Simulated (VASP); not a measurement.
HfGa2Te3: single point with PBE

The system is HfGa2Te3.

```
CELL_PARAMETERS angstrom
6.71267 0.00000 0.00000
-3.35634 5.81334 0.00000
0.00000 0.00000 3.79268
ATOMIC_POSITIONS crystal
Hf 0.00000 0.00000 0.00000
Ga 0.33333 0.66667 0.00000
Ga 0.66667 0.33333 0.00000
Te 0.50000 0.00000 0.50000
Te 0.50000 0.50000 0.50000
Te 0.00000 0.50000 0.50000
```

```yaml
Program: VASP 6.6.1
Task: single point
Functional: PBE
Potentials_or_basis: VASP PAW PBE potentials, release 64 (Hf_pv, Ga_d, Te)
Cutoff: 520 eV
k_mesh: 3 × 3 × 4
Occupations: gaussian, width 0.1 eV
Spin: no spin polarisation
Dipole_correction: no
Further_INCAR_settings: ALGO = Normal; EDIFF = 1e-06; NBANDS = 36
```

```yaml
Pressure: 8.4 GPa
Band_gap_on_the_k_mesh: zero (band 27 reaches 7.44 eV, above the bottom of band 28 at 6.47 eV)
```

Stress tensor (GPa, compression positive):
```
8.10 0.00 0.00
0.00 8.10 0.00
0.00 0.00 9.05
```

Levels at points of the mesh, in eV from the Fermi level:
```
           k point  band 25  band 26  band 27  band 28  band 29  band 30
(0.00, 0.00, 0.00)    -0.36    -0.36    -0.02     0.03     0.17     0.17
(0.00, 0.00, 0.50)    -0.33    -0.26     0.32     0.32     0.38     0.69
```

Wall time 42 s on 1 thread of Intel(R) Xeon(R) 6975P-C (Granite Rapids), on a shared host, peak memory 0.26 GiB.

Caveat: the k points lie up to 0.41 Å⁻¹ apart; spin-orbit coupling is left out, which moves the levels of the heavy elements.
